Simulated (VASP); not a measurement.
# AlNi3 (Pm-3m) in VASP: notebook

AlNi3 is run at these levels: PBEsol; tasks: single point, relaxation of volume and atoms at fixed shape.

Everything below comes from runs of VASP 6.6.1. Logs are shortened: lines on timing, memory, paths and dates and some standing lists are left out, and cuts for length are marked.

### 1 The cell of the first run

The structure is cubic, space group Pm-3m (No. 221). Conventional cell: a = 3.520 Å, b = 3.520 Å, c = 3.520 Å, α = 90.00°, β = 90.00°, γ = 90.00°. Al (site symmetry m-3m) has 12 Ni at 2.49 Å within 3.3 Å. Within 3.3 Å of Ni (site symmetry 4/mmm) lie 4 Al at 2.49 Å and 8 Ni at 2.49 Å.

### 2 Single point, PBEsol, collinear spin, ferromagnetic start

Input file INCAR:

```
PREC = Accurate ; ENCUT = 520
EDIFF = 1E-6 ; ISMEAR = -1
SIGMA = 0.1 ; LREAL = False
LASPH = True ; NELM = 150
ALGO = Normal ; ISIF = 2
LWAVE = False ; LCHARG = True
ISPIN = 2 ; MAGMOM = 0 1.5 1.5 1.5
LORBIT = 11 ; LMAXMIX = 4
GGA = PS ; LELF = True
LVHAR = True ; NBANDS = 28
```

Input file KPOINTS:

```
regular mesh
0
Gamma
  6 6 6
```

Input file POSCAR:

```
AlNi3
1.0
    3.5195030576      0.0000000000      0.0000000000
    0.0000000000      3.5195030576      0.0000000000
    0.0000000000      0.0000000000      3.5195030576
Al Ni
1 3
Direct
    0.0000000000      0.0000000000      0.0000000000
    0.0000000000      0.5000000000      0.5000000000
    0.5000000000      0.0000000000      0.5000000000
    0.5000000000      0.5000000000      0.0000000000
```

Potentials or basis: VASP PAW PBE potentials, release 64 (Al, Ni).

Command:

```sh
$ cat potpaw_PBE.64/Al/POTCAR potpaw_PBE.64/Ni/POTCAR > POTCAR
$ mpirun -np 1 vasp_std > vasp.out
```

OUTCAR:

```text
PREC = Accurate
   ENCUT = 520
   EDIFF = 1E-6
   ISMEAR = -1
   LREAL = False
   LASPH = True
   NELM = 150
   ISIF = 2
   ISPIN = 2
   LORBIT = 11
   GGA = PS

 ion  position               nearest neighbor table
   1  0.000  0.000  0.000-   2 2.49   3 2.49   4 2.49   2 2.49   3 2.49   2 2.49   4 2.49   2 2.49
                             3 2.49   4 2.49   3 2.49   4 2.49
   2  0.000  0.500  0.500-   1 2.49   3 2.49   4 2.49   1 2.49   4 2.49   1 2.49   3 2.49   1 2.49
                             3 2.49   4 2.49   4 2.49   3 2.49
   3  0.500  0.000  0.500-   1 2.49   2 2.49   4 2.49   1 2.49   4 2.49   2 2.49   4 2.49   4 2.49
                             1 2.49   2 2.49   1 2.49   2 2.49
   4  0.500  0.500  0.000-   1 2.49   2 2.49   3 2.49   2 2.49   3 2.49   1 2.49   3 2.49   3 2.49
                             1 2.49   2 2.49   2 2.49   1 2.49

  LATTYP: Found a simple cubic cell.
 ALAT       =     3.5195030576

  Lattice vectors:

 A1 = (   3.5195030576,   0.0000000000,   0.0000000000)
 A2 = (   0.0000000000,   3.5195030576,   0.0000000000)
 A3 = (   0.0000000000,   0.0000000000,   3.5195030576)

Analysis of symmetry for initial positions (statically):
=====================================================================
 Subroutine PRICEL returns:
 Original cell was already a primitive cell.

 Routine SETGRP: Setting up the symmetry group for a
 simple cubic supercell.

 Subroutine GETGRP returns: Found 48 space group operations
 (whereof 48 operations were pure point group operations)
 out of a pool of 48 trial point group operations.

The static configuration has the point symmetry O_h .

Analysis of symmetry for dynamics (positions and initial velocities):
=====================================================================
 Subroutine PRICEL returns:
 Original cell was already a primitive cell.

 Routine SETGRP: Setting up the symmetry group for a
 simple cubic supercell.

 Subroutine GETGRP returns: Found 48 space group operations
 (whereof 48 operations were pure point group operations)
 out of a pool of 48 trial point group operations.

The dynamic configuration has the point symmetry O_h .

Analysis of structural, dynamic, and magnetic symmetry:
=====================================================================
 Subroutine PRICEL returns:
 Original cell was already a primitive cell.

 Routine SETGRP: Setting up the symmetry group for a
 simple cubic supercell.

 Subroutine GETGRP returns: Found 48 space group operations
 (whereof 48 operations were pure point group operations)
 out of a pool of 48 trial point group operations.

The overall configuration has the point symmetry O_h .

 Subroutine INISYM returns: Found 48 space group operations
 (whereof 48 operations are pure point group operations),
 and found     1 'primitive' translations

----------------------------------------------------------------------------------------

                                     Primitive cell

  volume of cell :      43.5957

  direct lattice vectors                    reciprocal lattice vectors
     3.519503058  0.000000000  0.000000000     0.284131022  0.000000000  0.000000000
     0.000000000  3.519503058  0.000000000     0.000000000  0.284131022  0.000000000
     0.000000000  0.000000000  3.519503058     0.000000000  0.000000000  0.284131022

  length of vectors
     3.519503058  3.519503058  3.519503058     0.284131022  0.284131022  0.284131022

  position of ions in fractional coordinates (direct lattice)
     0.000000000  0.000000000  0.000000000
     0.000000000  0.500000000  0.500000000
     0.500000000  0.000000000  0.500000000
     0.500000000  0.500000000  0.000000000

  ion indices of the primitive-cell ions
   primitive index   ion index
                 1           1
                 2           2
                 3           3
                 4           4

----------------------------------------------------------------------------------------

 KPOINTS: regular mesh

Automatic generation of k-mesh.
 Grid dimensions read from file:
 generate k-points for:    6    6    6

 Generating k-lattice:

  Cartesian coordinates                     Fractional coordinates (reciprocal lattice)
     0.047355170  0.000000000  0.000000000     0.166666667  0.000000000  0.000000000
     0.000000000  0.047355170  0.000000000     0.000000000  0.166666667  0.000000000
     0.000000000  0.000000000  0.047355170     0.000000000  0.000000000  0.166666667

  Length of vectors
     0.047355170  0.047355170  0.047355170

  Shift w.r.t. Gamma in fractional coordinates (k-lattice)
     0.000000000  0.000000000  0.000000000

 Subroutine IBZKPT returns following result:
 ===========================================

 Found     20 irreducible k-points:

 Following reciprocal coordinates:
            Coordinates               Weight
  0.000000  0.000000  0.000000      1.000000
  0.166667  0.000000  0.000000      6.000000
  0.333333  0.000000  0.000000      6.000000
  0.500000  0.000000  0.000000      3.000000
  0.166667  0.166667  0.000000     12.000000
  0.333333  0.166667  0.000000     24.000000
[... 12 lines left out ...]
  0.500000  0.500000  0.333333      6.000000
  0.500000  0.500000  0.500000      1.000000
   k-points           NKPTS =     20   k-points in BZ     NKDIM =     20   number of bands    NBANDS=     28
   number of dos      NEDOS =    301   number of ions     NIONS =      4
   total plane-waves  NPLWV =  21952
   dimension x,y,z NGX =    28 NGY =   28 NGZ =   28
   dimension x,y,z NGXF=    56 NGYF=   56 NGZF=   56
   ions per type =               1   3
   NGX,Y,Z   is equivalent  to a cutoff of  13.23, 13.23, 13.23 a.u.
   NGXF,Y,Z  is equivalent  to a cutoff of  26.45, 26.45, 26.45 a.u.
 SYSTEM =  unknown system
   PREC   = accura    normal or accurate (medium, high low for compatibility)
   ISTART =      0    job   : 0-new  1-cont  2-samecut
   ICHARG =      2    charge: 1-file 2-atom 10-const
   ISPIN  =      2    spin polarized calculation?
   LNONCOLLINEAR =      F non collinear calculations
   LSORBIT =      F    spin-orbit coupling
   LASPH  =      T    aspherical Exc in radial PAW
   ENCUT  =  520.0 eV  38.22 Ry    6.18 a.u.   6.54  6.54  6.54*2*pi/ulx,y,z
   NELM   =    150;   NELMIN=  2; NELMDL= -5     # of ELM steps
   EDIFF  = 0.1E-05   stopping-criterion for ELM
   LREAL  =      F    real-space projection
   EDIFFG = 0.1E-04   stopping-criterion for IOM
   NSW    =      0    number of steps for IOM
   IBRION =     -1    ionic relax: 0-MD 1-quasi-New 2-CG
   NFREE  =      0    steps in history (QN), initial steepest desc. (CG)
   ISIF   =      2    stress and relaxation
   ISYM   =      2    0-nonsym 1-usesym 2-fastsym
   POTIM  = 0.5000    time-step for ionic-motion
   TEBEG  =    0.0;   TEEND  =   0.0 temperature during run
   PSTRESS=    0.0 pullay stress
   NELECT =      33.0000    total number of electrons
   NUPDOWN=      -1.0000    fix difference up-down
   EMIN   =  10.00;   EMAX   =-10.00  energy-range for DOS
   EFERMI =   0.00;   METHOD = LEGACY
   ISMEAR =    -1;   SIGMA  =   0.10  broadening in eV -4-tet -1-fermi 0-gaus
   EFERMI_NEDOS =   21; number of points for ismear=-14 and -15
   IALGO  =     38    algorithm
   IMIX   =      4    mixing-type and parameters
     AMIX     =   0.40;   BMIX     =  1.00
     AMIX_MAG =   1.60;   BMIX_MAG =  1.00
  volume/ion in A,a.u.               =      10.90        73.55
  Fermi-wavevector in a.u.,A,eV,Ry     =   1.491986  2.819445 30.286878  2.226023
  Thomas-Fermi vector in A             =   2.604572
   LORBIT       =     11    0 simple, 1 ext, 2 COOP (PROOUT), +10 PAW based schemes
   GGA     = PS    functional components
   LHFCALC =     F    Hartree Fock is set to
   AEXX    =    0.0000 exact exchange contribution
   IVDW    =     0    specifies the selected vdW correction
   LEPSILON=     F    determine dielectric tensor
   LRPA    =     F    only Hartree local field effects (RPA)
 spin polarized calculation
  energy-cutoff  :      520.00
  volume of cell :       43.60
 maximum number of plane-waves:      1208
 NGX is ok and might be reduce to    28
   NGX = 13   NGY = 13   NGZ = 13

 number of electron      32.9999980 magnetization       0.0036656

 number of electron      32.9999980 magnetization      -0.0009689

 Free energy of the ion-electron system (eV)
  ---------------------------------------------------
  ext. energy  EPLUGINS =         0.00000000
  ---------------------------------------------------
  free energy    TOTEN  =       -24.35927819 eV

  energy without entropy =      -24.21667661  energy(sigma->0) =      -24.28797740

 E-fermi :   9.7997     XC(G=0): -13.0198

 val. band max:        9.7789195008   @ k =   0.3333   0.3333   0.3333
 cond. band min:       9.8047454590   @ k =   0.1667   0.1667   0.0000
 fundamental gap:      0.0258259582
 Fermi energy:         9.7997392523

 spin component 1

 k-point     1 :       0.0000    0.0000    0.0000
  band No.  band energies     occupation
      1      -0.3969      1.00000
      2       5.3565      1.00000
      3       6.0730      1.00000
      4       6.0730      1.00000
      5       6.5039      1.00000
      6       6.5039      1.00000
[... 20 lines left out ...]
     27      24.0226      0.00000
     28      24.0226      0.00000

 k-point     2 :       0.1667    0.0000    0.0000
  band No.  band energies     occupation
      1      -0.0504      1.00000
      2       5.4111      1.00000
      3       5.8734      1.00000
      4       6.2922      1.00000
      5       6.5564      1.00000
      6       6.5564      1.00000
[... 20 lines left out ...]
     27      23.5488      0.00000
     28      23.5488      0.00000

 k-point     3 :       0.3333    0.0000    0.0000
  band No.  band energies     occupation
      1       0.9526      1.00000
      2       4.4150      1.00000
      3       6.0172      1.00000
      4       6.6796      1.00000
      5       6.6796      1.00000
      6       6.7874      1.00000
[... 491 lines left out ...]
      2       5.5130      1.00000
      3       5.5130      1.00000
      4       5.8996      1.00000
      5       7.3221      1.00000
      6       7.3320      1.00000
[... 20 lines left out ...]
     27      28.3426      0.00000
     28      29.0702      0.00000

 k-point    20 :       0.5000    0.5000    0.5000
  band No.  band energies     occupation
      1       4.0487      1.00000
      2       5.7919      1.00000
      3       5.7919      1.00000
      4       5.7919      1.00000
      5       7.6919      1.00000
      6       7.6919      1.00000
[... 20 lines left out ...]
     27      30.1203      0.00000
     28      30.1203      0.00000
 Fermi energy:         9.7997392523

 spin component 2

 k-point     1 :       0.0000    0.0000    0.0000
  band No.  band energies     occupation
      1      -0.3968      1.00000
      2       5.3564      1.00000
      3       6.0728      1.00000
      4       6.0728      1.00000
      5       6.5036      1.00000
      6       6.5036      1.00000
[... 20 lines left out ...]
     27      24.0226      0.00000
     28      24.0226      0.00000

 k-point     2 :       0.1667    0.0000    0.0000
  band No.  band energies     occupation
      1      -0.0504      1.00000
      2       5.4109      1.00000
      3       5.8732      1.00000
      4       6.2920      1.00000
      5       6.5561      1.00000
      6       6.5561      1.00000
[... 20 lines left out ...]
     27      23.5488      0.00000
     28      23.5488      0.00000

 k-point     3 :       0.3333    0.0000    0.0000
  band No.  band energies     occupation
      1       0.9526      1.00000
      2       4.4149      1.00000
      3       6.0170      1.00000
      4       6.6793      1.00000
      5       6.6793      1.00000
      6       6.7870      1.00000
[... 492 lines left out ...]
      3       5.5129      1.00000
      4       5.8993      1.00000
      5       7.3221      1.00000
      6       7.3318      1.00000
[... 20 lines left out ...]
     27      28.3426      0.00000
     28      29.0702      0.00000

 k-point    20 :       0.5000    0.5000    0.5000
  band No.  band energies     occupation
      1       4.0486      1.00000
      2       5.7916      1.00000
      3       5.7916      1.00000
      4       5.7916      1.00000
      5       7.6920      1.00000
      6       7.6920      1.00000
[... 20 lines left out ...]
     27      30.1203      0.00000
     28      30.1203      0.00000

------------------------ aborting loop because EDIFF is reached ----------------------------------------

  FORCE on cell =-STRESS in cart. coord.  units (eV):
  Direction    XX          YY          ZZ          XY          YZ          ZX
  --------------------------------------------------------------------------------------
  -------------------------------------------------------------------------------------
  Total        0.0318963      0.0318963      0.0318963     -0.0000000     -0.0000000      0.0000000
  in kB        1.1722123      1.1722123      1.1722123     -0.0000000     -0.0000000      0.0000000
  external PRESSURE =       1.1722123 kB  Pullay stress =       0.0000000 kB

 VOLUME and BASIS-vectors are now :
 -----------------------------------------------------------------------------
  energy-cutoff  :      520.00
  volume of cell :       43.60
      direct lattice vectors                 reciprocal lattice vectors
     3.519503058  0.000000000  0.000000000     0.284131022  0.000000000  0.000000000
     0.000000000  3.519503058  0.000000000     0.000000000  0.284131022  0.000000000
     0.000000000  0.000000000  3.519503058     0.000000000  0.000000000  0.284131022

 POSITION                                       TOTAL-FORCE (eV/Angst)
 -----------------------------------------------------------------------------------
      0.00000      0.00000      0.00000         0.000000      0.000000      0.000000
      0.00000      1.75975      1.75975         0.000000      0.000000      0.000000
      1.75975      0.00000      1.75975         0.000000      0.000000      0.000000
      1.75975      1.75975      0.00000         0.000000      0.000000      0.000000
 -----------------------------------------------------------------------------------
    total drift:                                0.000000      0.000000      0.000000

  FREE ENERGIE OF THE ION-ELECTRON SYSTEM (eV)
  ---------------------------------------------------
  free  energy   TOTEN  =       -24.3592781947 eV

  energy  without entropy=      -24.2166766126  energy(sigma->0) =      -24.28797740

 total charge

# of ion       s       p       d       tot
------------------------------------------
    1        0.410   0.406   0.000   0.816
    2        0.512   0.551   8.399   9.462
    3        0.512   0.551   8.399   9.462
    4        0.512   0.551   8.399   9.462
--------------------------------------------------
tot          1.946   2.060  25.196  29.202

 magnetization (x)

# of ion       s       p       d       tot
------------------------------------------
    1       -0.000   0.000   0.000   0.000
    2        0.000   0.000  -0.000  -0.000
    3        0.000   0.000  -0.000  -0.000
    4        0.000   0.000  -0.000  -0.000
--------------------------------------------------
tot         -0.000   0.000  -0.001  -0.001
```

Run time: 48 s. Hardware: 1 thread of AMD EPYC 9R45 (Zen 5), shared host; peak memory 0.16 GiB.

Results:

```
Free energy                                           : -24.3593 eV
Pressure                                              : 0.1 GPa
Net moment                                            : 0.00 μB per cell
Valence electrons inside the program's atomic spheres : Al 0.82; Ni 9.46
```

Levels at points of the mesh, in eV from the Fermi level:
Spin up:
```csv
k point,band 14,band 15,band 16,band 17,band 18,band 19,band 20,band 21
"(0.00, 0.00, 0.00)",0.16,0.16,0.16,0.87,0.87,0.87,6.80,6.80
"(0.50, 0.00, 0.00)",-1.10,-0.94,-0.39,0.16,5.71,5.71,5.72,5.72
"(0.50, 0.50, 0.00)",-1.15,-0.88,-0.80,-0.51,1.05,1.05,8.35,8.35
"(0.50, 0.50, 0.50)",-0.99,-0.99,-0.25,-0.05,-0.05,-0.05,3.69,4.28
```
Spin down:
| k point | band 15 | band 16 | band 17 | band 18 | band 19 | band 20 |
| --- | --- | --- | --- | --- | --- | --- |
| (0.00, 0.00, 0.00) | 0.16 | 0.16 | 0.87 | 0.87 | 0.87 | 6.80 |
| (0.50, 0.00, 0.00) | -0.94 | -0.39 | 0.16 | 5.71 | 5.71 | 5.72 |
| (0.50, 0.50, 0.00) | -0.88 | -0.80 | -0.51 | 1.05 | 1.05 | 8.35 |
| (0.50, 0.50, 0.50) | -0.99 | -0.25 | -0.05 | -0.05 | -0.05 | 3.69 |

Caveat: the starting moments collapsed, and a magnetic state may lie lower; the PAW data sets were made with another functional, which shifts forces and pressure a little.

### 3 Relaxation of volume and atoms at fixed shape, PBEsol, collinear spin, ferromagnetic start

This run uses another cell than the first one, of 10.93 Å³/atom, 1.003 times its volume.

Input file INCAR:

```
SYSTEM = AlNi3
ALGO = Normal
EDIFF = 1E-7
EDIFFG = -0.03
ENCUT = 600
GGA = PS
IBRION = 2
ISIF = 8
ISMEAR = -1
ISPIN = 2
LASPH = .True.
LCHARG = .False.
LMAXMIX = 4
LORBIT = 11
LREAL = .False.
LWAVE = .False.
MAGMOM = 0 1.5 1.5 1.5
NELM = 150
NSW = 80
PREC = Accurate
SIGMA = 0.1
```

Input file KPOINTS:

```
k-points
0
Gamma
  6 6 6
  0 0 0
```

Input file POSCAR:

```
AlNi3
1.0
    3.5230500000      0.0000000000      0.0000000000
    0.0000000000      3.5230500000      0.0000000000
    0.0000000000      0.0000000000      3.5230500000
Al Ni
1 3
Direct
    0.0000000000      0.0000000000      0.0000000000
    0.0000000000      0.5000000000      0.5000000000
    0.5000000000      0.0000000000      0.5000000000
    0.5000000000      0.5000000000      0.0000000000
```

Potentials or basis: VASP PAW PBE potentials, release 64 (Al, Ni).

Command:

```sh
$ cat potpaw_PBE.64/Al/POTCAR potpaw_PBE.64/Ni/POTCAR > POTCAR
$ mpirun -np 1 vasp_std > vasp.out
```

It took 3.4 min on 1 thread of Intel Xeon 8259CL, shared host; peak memory 0.2 GiB.

Results (log left out):

- Free energy: -24.3590 eV
- Relaxed volume: 10.90 Å³/atom
- Relaxed cell: a = 3.520 Å, b = 3.520 Å, c = 3.520 Å, α = 90.00°, β = 90.00°, γ = 90.00°
- Space group after relaxing (to 0.05 Å): Pm-3m (No. 221)
- Energy gained by relaxing: 0.1 meV/atom
- Ionic steps: 3
- Pressure after relaxing: 0.0 GPa
- Net moment: 0.00 μB per cell
- Valence electrons inside the program's atomic spheres: Al 0.82; Ni 9.46

The path:
| step | energy change (eV) | largest force (eV/Å) | pressure (GPa) | volume (Å³) |
| --- | --- | --- | --- | --- |
| 1 | 0.0000 | 0.0000 | -0.59 | 43.73 |
| 2 | 0.0000 | 0.0000 | 0.63 | 43.47 |
| 3 | -0.0002 | 0.0000 | 0.00 | 43.61 |

Final structure:
```
Al Ni
1.0
     3.51980    0.00000    0.00000
     0.00000    3.51980    0.00000
     0.00000    0.00000    3.51980
Al Ni
1 3
Cartesian
  0.0000 0.0000 0.0000
  0.0000 1.7599 1.7599
  1.7599 0.0000 1.7599
  1.7599 1.7599 0.0000
```

Levels at points of the mesh, in eV from the Fermi level:
Spin up:
| k point | band 15 | band 16 | band 17 | band 18 | band 19 | band 20 |
| --- | --- | --- | --- | --- | --- | --- |
| (0.00, 0.00, 0.00) | 0.16 | 0.16 | 0.87 | 0.87 | 0.87 | 6.80 |
| (0.50, 0.00, 0.00) | -0.94 | -0.39 | 0.16 | 5.71 | 5.71 | 5.72 |
| (0.50, 0.50, 0.00) | -0.88 | -0.80 | -0.51 | 1.05 | 1.05 | 8.34 |
| (0.50, 0.50, 0.50) | -0.99 | -0.25 | -0.05 | -0.05 | -0.05 | 3.69 |
Spin down:
| k point | band 15 | band 16 | band 17 | band 18 | band 19 | band 20 |
| --- | --- | --- | --- | --- | --- | --- |
| (0.00, 0.00, 0.00) | 0.16 | 0.16 | 0.87 | 0.87 | 0.87 | 6.80 |
| (0.50, 0.00, 0.00) | -0.94 | -0.39 | 0.16 | 5.71 | 5.71 | 5.72 |
| (0.50, 0.50, 0.00) | -0.88 | -0.80 | -0.51 | 1.05 | 1.05 | 8.34 |
| (0.50, 0.50, 0.50) | -0.99 | -0.25 | -0.05 | -0.05 | -0.05 | 3.69 |

Caveat: the starting moments collapsed, and a magnetic state may lie lower; the PAW data sets were made with another functional, which shifts forces and pressure a little.
